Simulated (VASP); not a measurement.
# MoS (Fm-3m) in VASP: further runs, part 3 of 3

VASP 6.6.1. Earlier steps stand in the parts before.

## (5) Single point, PBE, collinear spin

This run uses another cell than the first one: it holds 4 atoms, not 2.

The input, INCAR:

```
PREC = Accurate ; ENCUT = 520
EDIFF = 1E-6 ; ISMEAR = 0
SIGMA = 0.1 ; LREAL = F
LASPH = T ; NELM = 150
ALGO = Normal ; ISIF = 2
LWAVE = F ; LCHARG = T
ISPIN = 2 ; MAGMOM = 2 -2 0 0
LORBIT = 11 ; LMAXMIX = 4
GGA = PE ; LELF = T
LVHAR = T ; NBANDS = 32
```

The input, KPOINTS:

```
Automatic mesh
0
Gamma
  14 14 7
```

The input, POSCAR:

```
MoS
1.0
    0.0000000000      2.4784774199      2.4784774199
    2.4784774199      0.0000000000      2.4784774199
    4.9569548398      4.9569548398      0.0000000000
Mo S
2 2
Direct
    1.0000000000      0.0000000000      0.0000000000
    1.0000000000      0.0000000000      0.5000000000
    0.5000000000      0.5000000000      0.2500000000
    0.5000000000      0.5000000000      0.7500000000
```

Potentials or basis: VASP PAW PBE potentials, release 64 (Mo_sv, S).

Launch:

```sh
cat potpaw_PBE.64/Mo_sv/POTCAR potpaw_PBE.64/S/POTCAR > POTCAR
mpirun -np 1 vasp_std > vasp.out
```

OUTCAR:

```text
PREC = Accurate
   ENCUT = 520
   EDIFF = 1E-6
   ISMEAR = 0
   LREAL = F
   LASPH = T
   NELM = 150
   ISIF = 2
   ISPIN = 2
   LORBIT = 11
   GGA = PE

 ion  position               nearest neighbor table
   1  0.000  0.000  0.000-   4 2.48   3 2.48   4 2.48   3 2.48   4 2.48   3 2.48
   2  0.000  0.000  0.500-   3 2.48   3 2.48   4 2.48   3 2.48   4 2.48   4 2.48
   3  0.500  0.500  0.250-   1 2.48   1 2.48   2 2.48   1 2.48   2 2.48   2 2.48
   4  0.500  0.500  0.750-   2 2.48   1 2.48   2 2.48   1 2.48   2 2.48   1 2.48

  LATTYP: Found a trigonal (rhomboedric) cell.
 ALAT       =     6.0710050178
 COS(alpha) =     0.8333333333

  Lattice vectors:

 A1 = (   4.9569548398,   2.4784774199,  -2.4784774199)
 A2 = (   2.4784774199,   2.4784774199,  -4.9569548398)
 A3 = (   2.4784774199,   4.9569548398,  -2.4784774199)

Analysis of symmetry for initial positions (statically):
=====================================================================
 Subroutine PRICEL returns following result:

  LATTYP: Found a face centered cubic cell.
 ALAT       =     4.9569548398
[... 12 lines left out ...]
 Subroutine GETGRP returns: Found 12 space group operations
 (whereof 12 operations were pure point group operations)
 out of a pool of 12 trial point group operations.

The static configuration has the point symmetry D_3d.

Analysis of symmetry for dynamics (positions and initial velocities):
=====================================================================
 Subroutine PRICEL returns following result:

  LATTYP: Found a face centered cubic cell.
 ALAT       =     4.9569548398
[... 12 lines left out ...]
 Subroutine GETGRP returns: Found 12 space group operations
 (whereof 12 operations were pure point group operations)
 out of a pool of 12 trial point group operations.

The dynamic configuration has the point symmetry D_3d.

Analysis of structural, dynamic, and magnetic symmetry:
=====================================================================
 Subroutine PRICEL returns following result:

[... 187 lines left out ...]

 E-fermi :  11.5490     XC(G=0): -12.3012

 val. band max:       11.5422888362   @ k =   0.1429   0.0714   0.0000
 cond. band min:      11.5744300186   @ k =  -0.0714   0.4286   0.1429
 fundamental gap:      0.0321411824
 Fermi energy:        11.5489585951

 spin component 1

 k-point     1 :       0.0000    0.0000    0.0000
  band No.  band energies     occupation
      1     -49.9261      1.00000
      2     -49.9096      1.00000
      3     -24.2068      1.00000
      4     -24.0195      1.00000
      5     -24.0195      1.00000
      6     -23.9967      1.00000
[... 829 lines left out ...]
     31      20.0918      0.00000
     32      20.9063      0.00000

 [... further k-points ...]

 spin component 2

 k-point     1 :       0.0000    0.0000    0.0000
  band No.  band energies     occupation
      1     -49.9261      1.00000
      2     -49.9096      1.00000
      3     -24.2068      1.00000
      4     -24.0195      1.00000
      5     -24.0195      1.00000
      6     -23.9967      1.00000
[... 829 lines left out ...]
     31      20.0918      0.00000
     32      20.9063      0.00000

 [... further k-points ...]

------------------------ aborting loop because EDIFF is reached ----------------------------------------

  FORCE on cell =-STRESS in cart. coord.  units (eV):
  Direction    XX          YY          ZZ          XY          YZ          ZX
  --------------------------------------------------------------------------------------
  -------------------------------------------------------------------------------------
  Total        0.0255268      0.0255268      0.0255268      0.0002783     -0.0002783     -0.0002783
  in kB        0.6715699      0.6715699      0.6715699      0.0073218     -0.0073218     -0.0073218
  external PRESSURE =       0.6715699 kB  Pullay stress =       0.0000000 kB

 VOLUME and BASIS-vectors are now :
 -----------------------------------------------------------------------------
  energy-cutoff  :      520.00
  volume of cell :       60.90
      direct lattice vectors                 reciprocal lattice vectors
     0.000000000  2.478477420  2.478477420    -0.201736758  0.201736758  0.201736758
     2.478477420  0.000000000  2.478477420     0.201736758 -0.201736758  0.201736758
     4.956954840  4.956954840  0.000000000     0.100868379  0.100868379 -0.100868379

 POSITION                                       TOTAL-FORCE (eV/Angst)
 -----------------------------------------------------------------------------------
      0.00000      0.00000      0.00000        -0.000000     -0.000000      0.000000
      2.47848      2.47848      0.00000         0.000000     -0.000000     -0.000000
      2.47848      2.47848      2.47848        -0.000000     -0.000000      0.000000
      4.95695      4.95695      2.47848         0.000000      0.000000      0.000000
 -----------------------------------------------------------------------------------
    total drift:                               -0.000000      0.000000      0.000000

  FREE ENERGIE OF THE ION-ELECTRON SYSTEM (eV)
  ---------------------------------------------------
  free  energy   TOTEN  =       -29.2821136814 eV

  energy  without entropy=      -29.2544930095  energy(sigma->0) =      -29.26830335

 total charge

# of ion       s       p       d       tot
------------------------------------------
    1        2.214   6.119   4.066  12.399
    2        2.214   6.119   4.066  12.399
    3        1.309   2.404   0.000   3.714
    4        1.309   2.404   0.000   3.714
--------------------------------------------------
tot          7.046  17.047   8.133  32.226

 magnetization (x)

# of ion       s       p       d       tot
------------------------------------------
    1        0.000   0.000   0.000   0.000
    2       -0.000  -0.000  -0.000  -0.000
    3        0.000   0.000   0.000   0.000
    4        0.000   0.000   0.000   0.000
--------------------------------------------------
tot          0.000   0.000   0.000   0.000
```

It took 15 min on 1 thread of AMD EPYC 9R14 (Zen 4), shared host; peak memory 0.48 GiB.

Results:

```yaml
Free_energy: -29.2821 eV
Pressure: 0.1 GPa
Band_gap_on_the_k_mesh: zero (filled and empty bands overlap)
Net_moment: 0.00 μB per cell
Valence_electrons_inside_the_program's_atomic_spheres: Mo 12.40; S 3.71
```

Levels at points of the mesh, in eV from the Fermi level:
Spin up:
```tsv
k point	band 18	band 19	band 20	band 21	band 22	band 23
(0.00, 0.00, 0.00)	-2.39	-2.39	-1.97	-1.97	0.03	0.03
(0.50, 0.00, 0.00)	-0.94	0.03	0.03	0.74	0.74	0.76
```
Spin down:
```csv
k point,band 18,band 19,band 20,band 21,band 22,band 23
"(0.00, 0.00, 0.00)",-2.39,-2.39,-1.97,-1.97,0.03,0.03
"(0.50, 0.00, 0.00)",-0.94,0.03,0.03,0.74,0.74,0.76
```

## (6) Overview

```tsv
cell	k mesh	gap on the mesh (eV)	pressure (GPa)	moment (μB)
a = 3.574 Å, angles 60.0°, 2 atoms, atomic positions A	14 × 14 × 14	none	-8.5	0.33
a = 3.640 Å, angles 60.0°, 2 atoms, atomic positions A	14 × 14 × 14	none	-13.1	1.02
a = 3.725 Å, angles 60.0°, 2 atoms, atomic positions A	14 × 14 × 14	none	-10.6	2.60
a = 3.505, b = 3.505, c = 7.010 Å, angles 60.0°, 4 atoms, atomic positions B	14 × 14 × 7	none	0.1	0.00
```

Alike in all rows: task single point; level PBE; potentials or basis VASP PAW PBE potentials, release 64 (Mo_sv, S); spin collinear; cutoff (eV) 520; smearing gaussian 0.1 eV.

Caveats: the cell stands under tension (at least some runs).

Absolute energies hang on the potentials; compare differences alone.
